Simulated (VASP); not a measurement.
Set up this calculation in VASP 6.6.1, as the native input.

- Task: single point
- Functional: PBE
- Potentials or basis: VASP PAW PBE potentials, release 64 (Si, O)
- Cutoff: 520 eV
- k mesh: 8 × 8 × 8
- Occupations: gaussian, width 0.02 eV
- Spin: no spin polarisation
- Dipole correction: no
- Further INCAR settings: ALGO = Normal; EDIFF = 1e-07; NBANDS = 25

The structure of SiO2 lies in POSCAR:

```
SiO2
1.0
   -2.3740500000      2.3740500000      3.7440000000
    2.3740500000     -2.3740500000      3.7440000000
    2.3740500000      2.3740500000     -3.7440000000
Si O
2 4
Direct
    0.0000000000      0.0000000000      0.0000000000
    0.7500000000      0.2500000000      0.5000000000
    0.9983800000      0.6250000000      0.8733800000
    0.3750000000      0.2483800000      0.3733800000
    0.7516200000      0.1250000000      0.1266200000
    0.8750000000      0.0016200000      0.6266200000
```

One way to write it, as run:

INCAR

```
  PREC = Accurate
  ENCUT = 520
  EDIFF = 1E-7
  ISMEAR = 0
  SIGMA = 0.02
  LREAL = False
  LASPH = True
  NELM = 100
  ALGO = Normal
  ISIF = 2
  LWAVE = False
  LCHARG = False
  GGA = PE
  NBANDS = 25
```

KPOINTS

```
Automatic mesh
0
Gamma
  8 8 8
```

Potentials or basis: VASP PAW PBE potentials, release 64 (Si, O).

Run with:

```bash
$ cat potpaw_PBE.64/Si/POTCAR potpaw_PBE.64/O/POTCAR > POTCAR
$ mpirun -np 1 vasp_std > vasp.out
```

Results of the run:

```yaml
Pressure: 3.7 GPa
Largest_force: 0.133 eV/Å
Band_gap_on_the_k_mesh: 6.04 eV, direct
```

It took 5.2 min on 1 thread of AMD EPYC 7R43 64-Core Processor (Zen 3), with other jobs on the host, peak memory 0.23 GiB.
